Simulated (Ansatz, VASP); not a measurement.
**BaTe: VASP beside Ansatz**

```xyz
2
Lattice="4.4330 0.0000 0.0000 0.0000 4.4330 0.0000 0.0000 0.0000 3.9215" Properties=species:S:1:pos:R:3 pbc="T T T"
Ba    0.0000    0.0000    0.0000
Te    2.2165    2.2165    1.9607
```

Change from the starting cell: strain +0.040 along x and y, -0.080 along z, atoms carried along.

Alike in both runs: task single point; functional PBEsol; k mesh 6 × 6 × 6; occupations gaussian, width 0.05 eV; no spin polarisation.

|  | VASP | Ansatz |
| --- | --- | --- |
| version | VASP 6.6.1 | Ansatz 0.2.0 |
| potentials or method | VASP PAW PBE potentials, release 64 (Ba_sv, Te), cutoff 520 eV | scalar-relativistic, plane waves, PAW |
| valence electrons in the cell | 16 | 26 |

VASP gave:

| Quantity | Value |
| --- | --- |
| pressure (GPa) | -1.6 |
| traceless stress, the component that is largest in VASP (GPa) | 5.86 |

Q: Which values does Ansatz return?

A: Pressure (GPa): -2.1; traceless stress, the component that is largest in VASP (GPa): 5.91.

VASP's potentials were made for PBE, not for PBEsol. VASP's potentials hold 16 valence electrons a cell and Ansatz's 26, so a difference there can come from the potentials and not from the codes.

Neither program's run includes spin-orbit coupling.
